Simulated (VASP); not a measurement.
# LiTa2O5 (P-62m) in VASP: relaxation of cell and atoms with PBE

Aim: the relaxation of cell and atoms of LiTa2O5 with PBE.

All numbers are computed with VASP 6.6.1; they aren't measurements. Logs are shortened: lines on timing, memory, paths and dates and some standing lists are left out, and cuts for length are marked.

## (1) The cell of the first run

The structure is hexagonal, space group P-62m (No. 189). The conventional cell has a = 5.757 Å, b = 5.757 Å, c = 3.902 Å, α = 90.00°, β = 90.00°, γ = 120.00°. Within 3.5 Å of Li (site symmetry -62m) lie 12 O at 2.67 to 3.32 Å. Ta (site symmetry -6) has 5 O at 1.95 to 1.97 Å within 2.6 Å. Within 2.6 Å of O (site symmetry -6) lie 2 Ta at 1.95 Å. Within 2.8 Å of O (site symmetry m2m) lie 2 Ta at 1.97 Å and 2 Li at 2.67 Å and 4 O at 2.77 Å.

The cell was generated, and may not be a known phase.

## (2) Relaxation of cell and atoms, PBE

The input, INCAR:

```
SYSTEM = LiTa2O5
PREC = Accurate ; ENCUT = 600
EDIFF = 1E-6 ; ISMEAR = 0
SIGMA = 0.1 ; LREAL = .False.
LASPH = .True. ; NELM = 100
ALGO = Normal ; ISIF = 3
LWAVE = .False. ; LCHARG = .False.
GGA = PE ; IBRION = 2
NSW = 100 ; EDIFFG = -0.01
```

The input, KPOINTS:

```
Automatic mesh
0
Gamma
  12 12 10
  0 0 0
```

The input, POSCAR:

```
LiTa2O5
1.0
    5.7565899503      0.0000000000      0.0000000000
   -2.8782949751      4.9853531361      0.0000000000
    0.0000000000      0.0000000000      3.9016753559
Li Ta O
1 2 5
Direct
    0.0000000000      0.0000000000      0.0000000000
    0.3333333333      0.6666666667      0.5000000000
    0.6666666667      0.3333333333      0.5000000000
    0.3333333333      0.6666666667      0.0000000000
    0.0000000000      0.3165178251      0.5000000000
    0.6834821749      0.6834821749      0.5000000000
    0.3165178251      0.0000000000      0.5000000000
    0.6666666667      0.3333333333      0.0000000000
```

Potentials or basis: VASP PAW PBE potentials, release 64 (Li_sv, Ta_pv, O).

The run is started by

```
$ cat potpaw_PBE.64/Li_sv/POTCAR potpaw_PBE.64/Ta_pv/POTCAR potpaw_PBE.64/O/POTCAR > POTCAR
$ mpirun -np 1 vasp_std > vasp.out
```

OUTCAR:

```text
SYSTEM = LiTa2O5
   PREC = Accurate
   ENCUT = 600
   EDIFF = 1E-6
   ISMEAR = 0
   LREAL = .False.
   LASPH = .True.
   NELM = 100
   ISIF = 3
   GGA = PE
   IBRION = 2
   NSW = 100
   EDIFFG = -0.01

 ion  position               nearest neighbor table
   1  0.000  0.000  0.000-
   2  0.333  0.667  0.500-   4 1.95   4 1.95   7 1.97   5 1.97   6 1.97   3 3.32   3 3.32   3 3.32

   3  0.667  0.333  0.500-   8 1.95   8 1.95   5 1.97   7 1.97   6 1.97   2 3.32   2 3.32   2 3.32

   4  0.333  0.667  0.000-   2 1.95   2 1.95
   5  0.000  0.317  0.500-   3 1.97   2 1.97
   6  0.683  0.683  0.500-   3 1.97   2 1.97
   7  0.317  0.000  0.500-   2 1.97   3 1.97
   8  0.667  0.333  0.000-   3 1.95   3 1.95

  LATTYP: Found a hexagonal cell.
 ALAT       =     5.7565899503
 C/A-ratio  =     0.6777754521

  Lattice vectors:

 A1 = (   5.7565899503,   0.0000000000,   0.0000000000)
 A2 = (  -2.8782949751,   4.9853531361,   0.0000000000)
 A3 = (   0.0000000000,   0.0000000000,   3.9016753559)

Analysis of symmetry for initial positions (statically):
=====================================================================
 Subroutine PRICEL returns:
 Original cell was already a primitive cell.

 Routine SETGRP: Setting up the symmetry group for a
 hexagonal supercell.

 Subroutine GETGRP returns: Found 12 space group operations
 (whereof 12 operations were pure point group operations)
 out of a pool of 24 trial point group operations.

The static configuration has the point symmetry D_3h.

Analysis of symmetry for dynamics (positions and initial velocities):
=====================================================================
 Subroutine PRICEL returns:
 Original cell was already a primitive cell.

 Routine SETGRP: Setting up the symmetry group for a
 hexagonal supercell.

 Subroutine GETGRP returns: Found 12 space group operations
 (whereof 12 operations were pure point group operations)
 out of a pool of 24 trial point group operations.

The dynamic configuration has the point symmetry D_3h.

 Subroutine INISYM returns: Found 12 space group operations
 (whereof 12 operations are pure point group operations),
 and found     1 'primitive' translations

----------------------------------------------------------------------------------------

                                     Primitive cell

  volume of cell :     111.9728

  direct lattice vectors                    reciprocal lattice vectors
     5.756589950  0.000000000  0.000000000     0.173713954  0.100293798  0.000000000
    -2.878294975  4.985353136  0.000000000     0.000000000  0.200587596  0.000000000
     0.000000000  0.000000000  3.901675356     0.000000000  0.000000000  0.256300155

  length of vectors
     5.756589950  5.756589950  3.901675356     0.200587596  0.200587596  0.256300155

  position of ions in fractional coordinates (direct lattice)
     0.000000000  0.000000000  0.000000000
     0.333333333  0.666666667  0.500000000
     0.666666667  0.333333333  0.500000000
     0.333333333  0.666666667  0.000000000
     1.000000000  0.316517825  0.500000000
     0.683482175  0.683482175  0.500000000
     0.316517825  0.000000000  0.500000000
     0.666666667  0.333333333  0.000000000

  ion indices of the primitive-cell ions
   primitive index   ion index
                 1           1
                 2           2
                 3           3
                 4           4
                 5           5
                 6           6
                 7           7
                 8           8

----------------------------------------------------------------------------------------

 KPOINTS: Automatic mesh

Automatic generation of k-mesh.
 Grid dimensions read from file:
 generate k-points for:   12   12   10

 Generating k-lattice:

  Cartesian coordinates                     Fractional coordinates (reciprocal lattice)
     0.014476163  0.008357816  0.000000000     0.083333333  0.000000000  0.000000000
     0.000000000  0.016715633  0.000000000     0.000000000  0.083333333  0.000000000
     0.000000000  0.000000000  0.025630016     0.000000000  0.000000000  0.100000000

  Length of vectors
     0.016715633  0.016715633  0.025630016

  Shift w.r.t. Gamma in fractional coordinates (k-lattice)
     0.000000000  0.000000000  0.000000000

 Subroutine IBZKPT returns following result:
 ===========================================

 Found    114 irreducible k-points:

 Following reciprocal coordinates:
            Coordinates               Weight
  0.000000  0.000000  0.000000      1.000000
  0.083333  0.000000  0.000000      6.000000
  0.166667  0.000000  0.000000      6.000000
  0.250000 -0.000000  0.000000      6.000000
  0.333333 -0.000000  0.000000      6.000000
  0.416667  0.000000  0.000000      6.000000
[... 16 lines left out ...]
  0.250000 -0.000000  0.100000     12.000000
  0.333333 -0.000000  0.100000     12.000000
 [... further k-points ...]
   k-points           NKPTS =    114   k-points in BZ     NKDIM =    114   number of bands    NBANDS=     33
   number of dos      NEDOS =    301   number of ions     NIONS =      8
   total plane-waves  NPLWV =  73728
   dimension x,y,z NGX =    48 NGY =   48 NGZ =   32
   dimension x,y,z NGXF=    96 NGYF=   96 NGZF=   64
   ions per type =               1   2   5
   NGX,Y,Z   is equivalent  to a cutoff of  13.86, 13.86, 13.63 a.u.
   NGXF,Y,Z  is equivalent  to a cutoff of  27.72, 27.72, 27.27 a.u.
 SYSTEM =  LiTa2O5
   PREC   = accura    normal or accurate (medium, high low for compatibility)
   ISTART =      0    job   : 0-new  1-cont  2-samecut
   ICHARG =      2    charge: 1-file 2-atom 10-const
   ISPIN  =      1    spin polarized calculation?
   LNONCOLLINEAR =      F non collinear calculations
   LSORBIT =      F    spin-orbit coupling
   LASPH  =      T    aspherical Exc in radial PAW
   ENCUT  =  600.0 eV  44.10 Ry    6.64 a.u.  11.50 11.50  7.79*2*pi/ulx,y,z
   NELM   =    100;   NELMIN=  2; NELMDL= -5     # of ELM steps
   EDIFF  = 0.1E-05   stopping-criterion for ELM
   LREAL  =      F    real-space projection
   EDIFFG = -.1E-01   stopping-criterion for IOM
   NSW    =    100    number of steps for IOM
   IBRION =      2    ionic relax: 0-MD 1-quasi-New 2-CG
   NFREE  =      1    steps in history (QN), initial steepest desc. (CG)
   ISIF   =      3    stress and relaxation
   ISYM   =      2    0-nonsym 1-usesym 2-fastsym
   POTIM  = 0.5000    time-step for ionic-motion
   TEBEG  =    0.0;   TEEND  =   0.0 temperature during run
   PSTRESS=    0.0 pullay stress
   NELECT =      55.0000    total number of electrons
   NUPDOWN=      -1.0000    fix difference up-down
   EMIN   =  10.00;   EMAX   =-10.00  energy-range for DOS
   EFERMI =   0.00;   METHOD = LEGACY
   ISMEAR =     0;   SIGMA  =   0.10  broadening in eV -4-tet -1-fermi 0-gaus
   EFERMI_NEDOS =   21; number of points for ismear=-14 and -15
   IALGO  =     38    algorithm
   IMIX   =      4    mixing-type and parameters
     AMIX     =   0.40;   BMIX     =  1.00
     AMIX_MAG =   1.60;   BMIX_MAG =  1.00
  volume/ion in A,a.u.               =      14.00        94.45
  Fermi-wavevector in a.u.,A,eV,Ry     =   1.291690  2.440940 22.700816  1.668463
  Thomas-Fermi vector in A             =   2.423444
   LORBIT       =      0    0 simple, 1 ext, 2 COOP (PROOUT), +10 PAW based schemes
   GGA     = PE    functional components
   LHFCALC =     F    Hartree Fock is set to
   AEXX    =    0.0000 exact exchange contribution
   IVDW    =     0    specifies the selected vdW correction
   LEPSILON=     F    determine dielectric tensor
   LRPA    =     F    only Hartree local field effects (RPA)
 conjugate gradient relaxation of ions
 non-spin polarized calculation
 Gauss-broadening in eV      SIGMA  =   0.10
  energy-cutoff  :      600.00
  volume of cell :      111.97
 maximum number of plane-waves:      3783
 NGX is ok and might be reduce to    48
   NGX = 23   NGY = 23   NGZ = 15

--------------------------------------- Ionic step        1  -------------------------------------------

 number of electron      54.9999980 magnetization

 Free energy of the ion-electron system (eV)
  ---------------------------------------------------
  ext. energy  EPLUGINS =         0.00000000
  ---------------------------------------------------
  free energy    TOTEN  =       -69.46288883 eV

  energy without entropy =      -69.44746434  energy(sigma->0) =      -69.45517659

------------------------ aborting loop because EDIFF is reached ----------------------------------------

  FORCE on cell =-STRESS in cart. coord.  units (eV):
  Direction    XX          YY          ZZ          XY          YZ          ZX
  --------------------------------------------------------------------------------------
  -------------------------------------------------------------------------------------
  Total        0.2755281      0.2755281      0.3781614      0.0000000     -0.0000000      0.0000000
  in kB        3.9424313      3.9424313      5.4109740      0.0000000     -0.0000000      0.0000000
  external PRESSURE =       4.4319455 kB  Pullay stress =       0.0000000 kB
[... 321 lines left out ...]
  energy  without entropy=      -69.4490345850  energy(sigma->0) =      -69.45666913

--------------------------------------- Ionic step        9  -------------------------------------------

 number of electron      54.9999980 magnetization

 Free energy of the ion-electron system (eV)
  ---------------------------------------------------
  ext. energy  EPLUGINS =         0.00000000
  ---------------------------------------------------
  free energy    TOTEN  =       -69.46440626 eV

  energy without entropy =      -69.44909904  energy(sigma->0) =      -69.45675265

 E-fermi :   4.1994     XC(G=0):  -9.7059

 val. band max:        4.1952663443   @ k =   0.0833   0.0000   0.1000
 cond. band min:       4.2002505973   @ k =   0.1667   0.0000   0.3000
 fundamental gap:      0.0049842530
 Fermi energy:         4.1994196937

 k-point     1 :       0.0000    0.0000    0.0000
  band No.  band energies     occupation
      1     -44.5106      2.00000
      2     -32.7871      2.00000
      3     -32.7871      2.00000
      4     -32.5600      2.00000
      5     -32.5600      2.00000
      6     -32.5068      2.00000
[... 853 lines left out ...]
     32       5.5637      0.00000
     33       5.6094      0.00000

 [... further k-points ...]

------------------------ aborting loop because EDIFF is reached ----------------------------------------

  FORCE on cell =-STRESS in cart. coord.  units (eV):
  Direction    XX          YY          ZZ          XY          YZ          ZX
  --------------------------------------------------------------------------------------
  -------------------------------------------------------------------------------------
  Total       -0.0185615     -0.0185615      0.0172156     -0.0000000      0.0000000      0.0000000
  in kB       -0.2666000     -0.2666000      0.2472699     -0.0000000      0.0000000      0.0000000
  external PRESSURE =      -0.0953100 kB  Pullay stress =       0.0000000 kB
[... 23 lines left out ...]
  FREE ENERGIE OF THE ION-ELECTRON SYSTEM (eV)
  ---------------------------------------------------
  free  energy   TOTEN  =       -69.4644062560 eV

  energy  without entropy=      -69.4490990400  energy(sigma->0) =      -69.45675265

 reached required accuracy - stopping structural energy minimisation
```

It took 18 min on 1 thread of Intel Xeon 6975P-C (Granite Rapids), shared host; peak memory 0.58 GiB.

Results:

```yaml
Free_energy: -69.4644 eV
Relaxed_volume: 13.94 Å³/atom
Relaxed_cell: a = 5.744 Å, b = 5.744 Å, c = 3.904 Å, α = 90.00°, β = 90.00°, γ = 120.00°
Space_group_after_relaxing_to_0.1_Å: P-62m (No. 189)
Energy_gained_by_relaxing: 0.2 meV/atom
Ionic_steps: 9
Pressure_after_relaxing: 0.0 GPa
Largest_force_after_relaxing: 0.005 eV/Å
Band_gap_on_the_k_mesh: zero (an odd number of electrons rules out a gap without spin polarisation)
```

Forces on the atoms (eV/Å):
```
Li   0.000  0.000  0.000
Ta   0.000  0.000  0.000
Ta   0.000  0.000  0.000
O    0.000  0.000  0.000
O   -0.003  0.005  0.000
O   -0.003 -0.005  0.000
O    0.005  0.000  0.000
O    0.000  0.000  0.000
```

Step by step:
| step | energy change (eV) | largest force (eV/Å) | pressure (GPa) | volume (Å³) |
| --- | --- | --- | --- | --- |
| 1 | 0.0000 | 0.0969 | 0.44 | 111.97 |
| 2 | 0.0007 | 0.0489 | -0.91 | 112.60 |
| 3 | -0.0006 | 0.0368 | -0.12 | 112.23 |
| 4 | -0.0009 | 0.0254 | -0.10 | 112.13 |
| 5 | -0.0011 | 0.0048 | -0.04 | 111.87 |
| 6 | -0.0012 | 0.0048 | -0.04 | 111.82 |
| 7 | -0.0015 | 0.0049 | -0.03 | 111.68 |
| 8 | -0.0014 | 0.0057 | 0.00 | 111.39 |
| 9 | -0.0015 | 0.0054 | -0.01 | 111.55 |

Final structure:
```yaml
crystal:
  lattice:
    - [5.74430, 0.00000, 0.00000]
    - [-2.87215, 4.97471, 0.00000]
    - [0.00000, 0.00000, 3.90354]
  atoms:
    - { symbol: Li, position: [0.00000, 0.00000, 0.00000] }
    - { symbol: Ta, position: [0.33333, 0.66667, 0.50000] }
    - { symbol: Ta, position: [0.66667, 0.33333, 0.50000] }
    - { symbol: O, position: [0.33333, 0.66667, 0.00000] }
    - { symbol: O, position: [0.00000, 0.31406, 0.50000] }
    - { symbol: O, position: [0.68594, 0.68594, 0.50000] }
    - { symbol: O, position: [0.31406, 0.00000, 0.50000] }
    - { symbol: O, position: [0.66667, 0.33333, 0.00000] }
```

Caveat: the cutoff is under 1.25 times the usual one of these potentials, so pressure, stress and relaxed cells hold a basis-set (Pulay) error; spin-orbit coupling is left out, which moves the levels of the heavy elements; an odd number of electrons without spin polarisation forces a metal; a magnetic or distorted state may lie lower.
